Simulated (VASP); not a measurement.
A run of VASP 6.6.1 is set up as follows.

Contents of INCAR:

```
ALGO = Normal
EDIFF = 1E-6
ENCUT = 520
GGA = PE
ISIF = 2
ISMEAR = -1
LASPH = True
LCHARG = True
LELF = True
LREAL = False
LVHAR = True
LWAVE = False
NBANDS = 16
NELM = 60
PREC = Accurate
SIGMA = 0.08
```

The input KPOINTS:

```
k-points
0
Gamma
  9 9 9
```

File POSCAR:

```
Rb
1.0
   -4.0641485617      4.0641485617      2.1920705862
    4.0641485617     -4.0641485617      2.1920705862
    4.0641485617      4.0641485617     -2.1920705862
Rb
2
Direct
   -0.3750000000     -0.1250000000     -0.2500000000
    0.3750000000      0.1250000000      0.2500000000
```

Potentials or basis: VASP PAW PBE potentials, release 64 (Rb_sv).

The run is started by

```console
$ cat potpaw_PBE.64/Rb_sv/POTCAR > POTCAR
$ mpirun -np 1 vasp_std > vasp.out
```

Problem. Predict the pressure.

Solution. 1.1 GPa.

Problem. Estimate the band gap on the k mesh.

Solution. Zero (bands 9 and 10 overlap by 1.48 eV).

Stress tensor (GPa, compression positive):
```
1.07 0.00 0.00
0.00 1.07 0.00
0.00 0.00 1.16
```
